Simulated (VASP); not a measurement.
# La3LuO2 (I4/mmm) in VASP: single point with PBE

Aim: the single point of La3LuO2 with PBE.

All numbers are computed with VASP 6.6.1; they aren't measurements. Logs are shortened: lines on timing, memory, paths and dates and some standing lists are left out, and cuts for length are marked.

## (1) The cell of the first run

Symmetry: I4/mmm, No. 139, tetragonal system. The conventional cell has a = 7.078 Å, b = 7.078 Å, c = 8.498 Å, α = 90.00°, β = 90.00°, γ = 90.00°. Within 4.7 Å of La (site symmetry mmm) lie 4 La at 3.54 to 4.25 Å and 2 Lu at 3.54 Å and 8 O at 4.10 to 4.16 Å. La (site symmetry 4/mmm) has 2 O at 2.19 Å within 2.9 Å. Within 2.7 Å of Lu (site symmetry 4/mmm) lie 2 O at 2.06 Å. Within 2.7 Å of O (site symmetry 4mm) lie 1 Lu at 2.06 Å and 1 La at 2.19 Å.

The cell was generated, and may not be a known phase.

## (2) Single point, PBE

Input file INCAR:

```
PREC     = Accurate       # precision mode
ENCUT    = 520            # plane-wave cutoff, eV
EDIFF    = 1E-6           # SCF threshold, eV
ISMEAR   = 0              # smearing method
SIGMA    = 0.1            # smearing width, eV
LREAL    = False          # projectors in reciprocal space
LASPH    = True           # aspherical terms in the spheres
NELM     = 100            # most SCF steps
ALGO     = Normal         # electronic algorithm
ISIF     = 2              # what is computed and relaxed
LWAVE    = False          # write WAVECAR
LCHARG   = False          # write CHGCAR
GGA      = PE             # functional
NBANDS   = 44             # bands
```

Input file KPOINTS:

```
regular mesh
0
Gamma
  8 8 8
```

Input file POSCAR:

```
La3LuO2
1.0
   -3.5389982103      3.5389982103      4.2491781793
    3.5389982103     -3.5389982103      4.2491781793
    3.5389982103      3.5389982103     -4.2491781793
La Lu O
3 1 2
Direct
    0.5000000000      0.0000000000      0.5000000000
    0.0000000000      0.5000000000      0.5000000000
    0.0000000000      0.0000000000      0.0000000000
    0.5000000000      0.5000000000      0.0000000000
    0.2574509882      0.2574509882      0.0000000000
    0.7425490118      0.7425490118      0.0000000000
```

Potentials or basis: VASP PAW PBE potentials, release 64 (La, Lu, O).

Started as:

```sh
$ cat potpaw_PBE.64/La/POTCAR potpaw_PBE.64/Lu/POTCAR potpaw_PBE.64/O/POTCAR > POTCAR
$ mpirun -np 1 vasp_std > vasp.out
```

OUTCAR:

```text
PREC = Accurate
   ENCUT = 520
   EDIFF = 1E-6
   ISMEAR = 0
   LREAL = False
   LASPH = True
   NELM = 100
   ISIF = 2
   GGA = PE

 ion  position               nearest neighbor table
   1  0.500  0.000  0.500-   3 3.54   4 3.54   4 3.54   3 3.54
   2  0.000  0.500  0.500-   3 3.54   4 3.54   3 3.54   4 3.54
   3  0.000  0.000  0.000-   5 2.19   6 2.19   1 3.54   2 3.54   2 3.54   1 3.54
   4  0.500  0.500  0.000-   5 2.06   6 2.06   1 3.54   2 3.54   1 3.54   2 3.54
   5  0.257  0.257  0.000-   4 2.06   3 2.19
   6  0.743  0.743  0.000-   4 2.06   3 2.19

  LATTYP: Found a body centered tetragonal cell.
 ALAT       =     7.0779964206
 C/A-ratio  =     1.2006725991

  Lattice vectors:

 A1 = (  -3.5389982103,   3.5389982103,   4.2491781793)
 A2 = (   3.5389982103,  -3.5389982103,   4.2491781793)
 A3 = (   3.5389982103,   3.5389982103,  -4.2491781793)

Analysis of symmetry for initial positions (statically):
=====================================================================
 Subroutine PRICEL returns:
 Original cell was already a primitive cell.

 Routine SETGRP: Setting up the symmetry group for a
 body centered tetragonal supercell.

 Subroutine GETGRP returns: Found 16 space group operations
 (whereof 16 operations were pure point group operations)
 out of a pool of 16 trial point group operations.

The static configuration has the point symmetry D_4h.

Analysis of symmetry for dynamics (positions and initial velocities):
=====================================================================
 Subroutine PRICEL returns:
 Original cell was already a primitive cell.

 Routine SETGRP: Setting up the symmetry group for a
 body centered tetragonal supercell.

 Subroutine GETGRP returns: Found 16 space group operations
 (whereof 16 operations were pure point group operations)
 out of a pool of 16 trial point group operations.

The dynamic configuration has the point symmetry D_4h.

 Subroutine INISYM returns: Found 16 space group operations
 (whereof 16 operations are pure point group operations),
 and found     1 'primitive' translations

----------------------------------------------------------------------------------------

                                     Primitive cell

  volume of cell :     212.8755

  direct lattice vectors                    reciprocal lattice vectors
    -3.538998210  3.538998210  4.249178179     0.000000000  0.141282920  0.117669813
     3.538998210 -3.538998210  4.249178179     0.141282920  0.000000000  0.117669813
     3.538998210  3.538998210 -4.249178179     0.141282920  0.141282920  0.000000000

  length of vectors
     6.565404166  6.565404166  6.565404166     0.183866931  0.183866931  0.199804221

  position of ions in fractional coordinates (direct lattice)
     0.500000000  0.000000000  0.500000000
     0.000000000  0.500000000  0.500000000
     0.000000000  0.000000000  0.000000000
     0.500000000  0.500000000  0.000000000
     0.257450988  0.257450988  0.000000000
     0.742549012  0.742549012  0.000000000

  ion indices of the primitive-cell ions
   primitive index   ion index
                 1           1
                 2           2
                 3           3
                 4           4
                 5           5
                 6           6

----------------------------------------------------------------------------------------

 KPOINTS: regular mesh

Automatic generation of k-mesh.
 Grid dimensions read from file:
 generate k-points for:    8    8    8

 Generating k-lattice:

  Cartesian coordinates                     Fractional coordinates (reciprocal lattice)
     0.000000000  0.017660365  0.014708727     0.125000000  0.000000000  0.000000000
     0.017660365  0.000000000  0.014708727     0.000000000  0.125000000  0.000000000
     0.017660365  0.017660365  0.000000000     0.000000000  0.000000000  0.125000000

  Length of vectors
     0.022983366  0.022983366  0.024975528

  Shift w.r.t. Gamma in fractional coordinates (k-lattice)
     0.000000000  0.000000000  0.000000000

 Subroutine IBZKPT returns following result:
 ===========================================

 Found     59 irreducible k-points:

 Following reciprocal coordinates:
            Coordinates               Weight
  0.000000  0.000000  0.000000      1.000000
  0.125000  0.000000  0.000000      8.000000
  0.250000  0.000000  0.000000      8.000000
  0.375000  0.000000  0.000000      8.000000
  0.500000  0.000000  0.000000      4.000000
  0.125000  0.125000  0.000000      8.000000
[... 16 lines left out ...]
  0.250000  0.125000  0.125000     16.000000
  0.375000  0.125000  0.125000      8.000000
 [... further k-points ...]
   k-points           NKPTS =     59   k-points in BZ     NKDIM =     59   number of bands    NBANDS=     44
   number of dos      NEDOS =    301   number of ions     NIONS =      6
   total plane-waves  NPLWV = 125000
   dimension x,y,z NGX =    50 NGY =   50 NGZ =   50
   dimension x,y,z NGXF=   100 NGYF=  100 NGZF=  100
   ions per type =               3   1   2
   NGX,Y,Z   is equivalent  to a cutoff of  12.66, 12.66, 12.66 a.u.
   NGXF,Y,Z  is equivalent  to a cutoff of  25.32, 25.32, 25.32 a.u.
 SYSTEM =  unknown system
   PREC   = accura    normal or accurate (medium, high low for compatibility)
   ISTART =      0    job   : 0-new  1-cont  2-samecut
   ICHARG =      2    charge: 1-file 2-atom 10-const
   ISPIN  =      1    spin polarized calculation?
   LNONCOLLINEAR =      F non collinear calculations
   LSORBIT =      F    spin-orbit coupling
   LASPH  =      T    aspherical Exc in radial PAW
   ENCUT  =  520.0 eV  38.22 Ry    6.18 a.u.  12.21 12.21 12.21*2*pi/ulx,y,z
   NELM   =    100;   NELMIN=  2; NELMDL= -5     # of ELM steps
   EDIFF  = 0.1E-05   stopping-criterion for ELM
   LREAL  =      F    real-space projection
   EDIFFG = 0.1E-04   stopping-criterion for IOM
   NSW    =      0    number of steps for IOM
   IBRION =     -1    ionic relax: 0-MD 1-quasi-New 2-CG
   NFREE  =      0    steps in history (QN), initial steepest desc. (CG)
   ISIF   =      2    stress and relaxation
   ISYM   =      2    0-nonsym 1-usesym 2-fastsym
   POTIM  = 0.5000    time-step for ionic-motion
   TEBEG  =    0.0;   TEEND  =   0.0 temperature during run
   PSTRESS=    0.0 pullay stress
   NELECT =      70.0000    total number of electrons
   NUPDOWN=      -1.0000    fix difference up-down
   EMIN   =  10.00;   EMAX   =-10.00  energy-range for DOS
   EFERMI =   0.00;   METHOD = LEGACY
   ISMEAR =     0;   SIGMA  =   0.10  broadening in eV -4-tet -1-fermi 0-gaus
   EFERMI_NEDOS =   21; number of points for ismear=-14 and -15
   IALGO  =     38    algorithm
   IMIX   =      4    mixing-type and parameters
     AMIX     =   0.40;   BMIX     =  1.00
     AMIX_MAG =   1.60;   BMIX_MAG =  1.00
  volume/ion in A,a.u.               =      35.48       239.43
  Fermi-wavevector in a.u.,A,eV,Ry     =   1.129967  2.135327 17.372255  1.276825
  Thomas-Fermi vector in A             =   2.266662
   LORBIT       =      0    0 simple, 1 ext, 2 COOP (PROOUT), +10 PAW based schemes
   GGA     = PE    functional components
   LHFCALC =     F    Hartree Fock is set to
   AEXX    =    0.0000 exact exchange contribution
   IVDW    =     0    specifies the selected vdW correction
   LEPSILON=     F    determine dielectric tensor
   LRPA    =     F    only Hartree local field effects (RPA)
 non-spin polarized calculation
 Gauss-broadening in eV      SIGMA  =   0.10
  energy-cutoff  :      520.00
  volume of cell :      212.88
 maximum number of plane-waves:      5771
 NGX is ok and might be reduce to    50
   NGX = 25   NGY = 25   NGZ = 25

 number of electron      70.0000011 magnetization

 Free energy of the ion-electron system (eV)
  ---------------------------------------------------
  ext. energy  EPLUGINS =         0.00000000
  ---------------------------------------------------
  free energy    TOTEN  =       -33.35265824 eV

  energy without entropy =      -33.30860183  energy(sigma->0) =      -33.33063003

 E-fermi :   3.9389     XC(G=0):  -8.3404

 val. band max:        3.9383663762   @ k =  -0.2500  -0.3750   0.1250
 cond. band min:       3.9478294458   @ k =   0.3750   0.3750   0.1250
 fundamental gap:      0.0094630696
 Fermi energy:         3.9388730801

 k-point     1 :       0.0000    0.0000    0.0000
  band No.  band energies     occupation
      1     -51.8299      2.00000
      2     -29.9255      2.00000
      3     -29.9071      2.00000
      4     -27.8149      2.00000
      5     -22.7219      2.00000
      6     -22.7219      2.00000
[... 36 lines left out ...]
     43       4.7474      0.00000
     44       4.7966      0.00000

 k-point     2 :       0.1250    0.0000    0.0000
  band No.  band energies     occupation
      1     -51.8299      2.00000
      2     -29.9247      2.00000
      3     -29.9077      2.00000
      4     -27.8153      2.00000
      5     -22.7219      2.00000
      6     -22.7213      2.00000
[... 36 lines left out ...]
     43       4.7518      0.00000
     44       4.7578      0.00000

 k-point     3 :       0.2500    0.0000    0.0000
  band No.  band energies     occupation
      1     -51.8299      2.00000
      2     -29.9226      2.00000
      3     -29.9095      2.00000
      4     -27.8163      2.00000
      5     -22.7219      2.00000
      6     -22.7201      2.00000
[... 36 lines left out ...]
     43       4.7679      0.00000
     44       4.7969      0.00000

 k-point     4 :       0.3750    0.0000    0.0000
  band No.  band energies     occupation
      1     -51.8299      2.00000
      2     -29.9195      2.00000
      3     -29.9123      2.00000
      4     -27.8173      2.00000
      5     -22.7219      2.00000
      6     -22.7188      2.00000
[... 882 lines left out ...]
     43       4.7425      0.00000
     44       4.7867      0.00000

 k-point    23 :       0.2500    0.1250    0.1250
  band No.  band energies     occupation
      1     -51.8299      2.00000
      2     -29.9190      2.00000
      3     -29.9125      2.00000
      4     -27.8186      2.00000
      5     -22.7201      2.00000
      6     -22.7188      2.00000
[... 36 lines left out ...]
     43       4.7549      0.00000
     44       4.7809      0.00000

 k-point    24 :       0.3750    0.1250    0.1250
  band No.  band energies     occupation
      1     -51.8299      2.00000
      2     -29.9161      2.00000
      3     -29.9153      2.00000
      4     -27.8190      2.00000
      5     -22.7201      2.00000
      6     -22.7182      2.00000
[... 36 lines left out ...]
     43       4.7227      0.00000
     44       4.7627      0.00000

 [... further k-points ...]

------------------------ aborting loop because EDIFF is reached ----------------------------------------

  FORCE on cell =-STRESS in cart. coord.  units (eV):
  Direction    XX          YY          ZZ          XY          YZ          ZX
  --------------------------------------------------------------------------------------
  -------------------------------------------------------------------------------------
  Total       -0.0889819     -0.0889819      0.4259944      0.0000000      0.0000000      0.0000000
  in kB       -0.6697094     -0.6697094      3.2061871      0.0000000      0.0000000      0.0000000
  external PRESSURE =       0.6222561 kB  Pullay stress =       0.0000000 kB

 VOLUME and BASIS-vectors are now :
 -----------------------------------------------------------------------------
  energy-cutoff  :      520.00
  volume of cell :      212.88
      direct lattice vectors                 reciprocal lattice vectors
    -3.538998210  3.538998210  4.249178179     0.000000000  0.141282920  0.117669813
     3.538998210 -3.538998210  4.249178179     0.141282920  0.000000000  0.117669813
     3.538998210  3.538998210 -4.249178179     0.141282920  0.141282920  0.000000000

 POSITION                                       TOTAL-FORCE (eV/Angst)
 -----------------------------------------------------------------------------------
      0.00000      3.53900      0.00000         0.000000      0.000000     -0.000000
      3.53900      0.00000      0.00000         0.000000      0.000000     -0.000000
      0.00000      0.00000      0.00000         0.000000      0.000000     -0.000000
      0.00000      0.00000      4.24918         0.000000      0.000000     -0.000000
      0.00000      0.00000      2.18791        -0.000000     -0.000000     -0.131385
      0.00000      0.00000      6.31045         0.000000      0.000000      0.131385
 -----------------------------------------------------------------------------------
    total drift:                               -0.000000      0.000000     -0.000000

  FREE ENERGIE OF THE ION-ELECTRON SYSTEM (eV)
  ---------------------------------------------------
  free  energy   TOTEN  =       -33.3526582397 eV

  energy  without entropy=      -33.3086018292  energy(sigma->0) =      -33.33063003
```

Run time: 10 min. Hardware: 1 thread of AMD EPYC 9R45 (Zen 5), shared host; peak memory 0.72 GiB.

What came out:

```yaml
Free_energy: -33.3527 eV
Pressure: 0.1 GPa
Largest_force: 0.131 eV/Å
Band_gap_on_the_k_mesh: zero (bands 35 and 36 overlap by 0.50 eV)
```

Forces on the atoms (eV/Å):
```
La   0.000  0.000  0.000
La   0.000  0.000  0.000
La   0.000  0.000  0.000
Lu   0.000  0.000  0.000
O    0.000  0.000 -0.131
O    0.000  0.000  0.131
```

Caveat: spin-orbit coupling is left out, which moves the levels of the heavy elements.
